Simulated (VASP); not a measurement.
Here is a VASP 6.6.1 calculation.

The input POSCAR:

```
ZnSe
1.0
    0.0000000000      2.8166860000      2.8166860000
    2.8166860000      0.0000000000      2.8166860000
    2.8166860000      2.8166860000      0.0000000000
Zn Se
1 1
Direct
    0.0000000000      0.0000000000      0.0000000000
    0.2500000000      0.2500000000      0.2500000000
```

File INCAR.step1:

```
PREC = Accurate
ENCUT = 400
EDIFF = 1E-5
ISMEAR = -1
SIGMA = 0.05
LREAL = False
LASPH = True
NELM = 120
ALGO = Normal
ISIF = 2
LWAVE = True
NBANDS = 16
GGA = PE
GGA_COMPAT = False
```

File INCAR.step2:

```
PREC = Accurate
ENCUT = 400
EDIFF = 1E-6
ISMEAR = -1
SIGMA = 0.05
LREAL = False
LASPH = True
NELM = 120
ALGO = Normal
ISIF = 2
LWAVE = False
LCHARG = True
GGA = PE
LHFCALC = True
AEXX = 0.25
PRECFOCK = Normal
LELF = True
LVHAR = True
NBANDS = 16
ISTART = 1
GGA_COMPAT = False
```

The input KPOINTS:

```
Automatic mesh
0
Gamma
  7 7 7
```

Potentials or basis: VASP PAW PBE potentials, release 64 (Zn, Se).

Run with:

```sh
$ cat potpaw_PBE.64/Zn/POTCAR potpaw_PBE.64/Se/POTCAR > POTCAR
$ cp INCAR.step1 INCAR
$ mpirun -np 1 vasp_std > vasp.out
$ cp INCAR.step2 INCAR
$ mpirun -np 1 vasp_std > vasp.out
```

Predict the band gap on the k mesh.

3.12 eV.

Predict the pressure.

1.9 GPa.

Caveat: the PAW data sets were made with another functional, which shifts forces and pressure a little.
